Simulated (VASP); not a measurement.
Runs of VASP 6.6.1 on ZrB2. The structure is that of space group P6/mmm (No. 191), or close to it. The cells are those of the table. 

| cell | gap on the mesh (eV) | pressure (GPa) |
| --- | --- | --- |
| a = 3.063, b = 3.063, c = 3.211 Å, angles 90.0, 90.0, 120.0°, 3 atoms | none | (c) |
| a = 3.150, b = 3.150, c = 3.727 Å, angles 90.0, 90.0, 120.0°, 3 atoms | none | -15.7 |
| a = 3.237, b = 3.237, c = 3.005 Å, angles 90.0, 90.0, 120.0°, 3 atoms | none | (a) |
| a = 2.883, b = 2.883, c = 3.625 Å, angles 90.0, 90.0, 120.0°, 3 atoms | none | (b) |
| a = 3.047, b = 3.047, c = 3.393 Å, angles 90.0, 90.0, 120.0°, 3 atoms | none | 26.3 |
| a = 3.347, b = 3.347, c = 3.301 Å, angles 90.0, 90.0, 120.0°, 3 atoms | none | -17.3 |
| a = 3.457, b = 3.457, c = 3.209 Å, angles 90.0, 90.0, 120.0°, 3 atoms | none | -23.1 |
| a = 2.926, b = 2.926, c = 3.679 Å, angles 90.0, 90.0, 120.0°, 3 atoms | none | 28.8 |

Alike in all rows: task single point; level LDA; potentials or basis VASP PAW LDA potentials, release 64 (Zr_sv, B); no spin polarisation; k mesh 18 × 18 × 12; cutoff (eV) 520; smearing gaussian 0.15 eV.

Question: Fill in the values left out.

Answer: (a) 27.0; (b) 45.6; (c) 43.5.

A k mesh can miss the band edges, and the runs leave out spin-orbit coupling on Zr.

A gap of «none» marks levels without a gap at the run's occupations.
